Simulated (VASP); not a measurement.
Input of a VASP 6.6.1 run:

Contents of INCAR:

```
SYSTEM = TaN
PREC = Accurate
ENCUT = 700
EDIFF = 1E-6
ISMEAR = -1
SIGMA = 0.05
LREAL = .False.
LASPH = .True.
NELM = 120
ALGO = Normal
ISIF = 2
LWAVE = .False.
LCHARG = .False.
GGA = B5
ALDAX = 1.0
AGGAX = 1.0
AGGAC = 1.0
ALDAC = 0.0
IVDW = 12
VDW_S6 = 1.0
VDW_S8 = 2.6996
VDW_A1 = 0.4298
VDW_A2 = 4.2359
NBANDS = 16
GGA_COMPAT = .False.
```

File KPOINTS:

```
Automatic mesh
0
Gamma
  10 10 10
  0 0 0
```

The input POSCAR:

```
TaN
1.0
    0.0000000000      2.1961671977      2.1961671977
    2.1961671977      0.0000000000      2.1961671977
    2.1961671977      2.1961671977      0.0000000000
Ta N
1 1
Direct
    0.5000000000      0.5000000000      0.5000000000
    0.0000000000      0.0000000000      0.0000000000
```

Potentials or basis: VASP PAW PBE potentials, release 64 (Ta_sv_GW, N).

Launch:

```console
$ cat potpaw_PBE.64/Ta_sv_GW/POTCAR potpaw_PBE.64/N/POTCAR > POTCAR
$ mpirun -np 1 vasp_std > vasp.out
```

Q: Estimate the dispersion energy per atom.

A: -1.106 eV.

Q: Predict the band gap on the k mesh.

A: Zero (bands 9 and 10 overlap by 3.92 eV).

Q: What does it give for the pressure?

A: 0.8 GPa.

Caveat: the dispersion term is far too large for a dense solid, which distorts pressure and volume; the PAW data sets were made with another functional, which shifts forces and pressure a little; spin-orbit coupling is left out, which moves the levels of the heavy elements.
